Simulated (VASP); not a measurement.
Here is a VASP 6.6.1 calculation.

File POSCAR:

```
I
1.0
   -1.6174560000      1.6174560000      4.2648080000
    1.6174560000     -1.6174560000      4.2648080000
    1.6174560000      1.6174560000     -4.2648080000
I
1
Direct
    0.0000000000      0.0000000000      0.0000000000
```

File INCAR.step1:

```
  PREC = Accurate
  ENCUT = 520
  ISMEAR = 1
  SIGMA = 0.1
  LREAL = F
  LASPH = T
  NELM = 100
  NBANDS = 10
  GGA = PE
  ALGO = Normal
  EDIFF = 1E-4
  LWAVE = T
  LCHARG = F
```

The input INCAR.step2:

```
  PREC = Accurate
  ENCUT = 520
  EDIFF = 1E-7
  ISMEAR = 1
  SIGMA = 0.1
  LREAL = F
  LASPH = T
  NELM = 100
  ALGO = Normal
  ISIF = 2
  LWAVE = F
  LCHARG = F
  METAGGA = R2SCAN
  LMIXTAU = T
  NBANDS = 10
  ISTART = 1
```

KPOINTS

```
Automatic mesh
0
Gamma
  13 13 13
```

Potentials or basis: VASP PAW PBE potentials, release 64 (I).

Command:

```bash
$ cat potpaw_PBE.64/I/POTCAR > POTCAR
$ cp INCAR.step1 INCAR
$ mpirun -np 1 vasp_std > vasp.out
$ cp INCAR.step2 INCAR
$ mpirun -np 1 vasp_std > vasp.out
```

Q: Estimate the pressure.

A: -0.3 GPa.

Stress tensor (GPa, compression positive):
```
-0.22  0.00  0.00
 0.00 -0.22  0.00
 0.00  0.00 -0.55
```

Caveat: the PAW data sets were made with another functional, which shifts forces and pressure a little; an odd number of electrons without spin polarisation forces a metal; a magnetic or distorted state may lie lower.
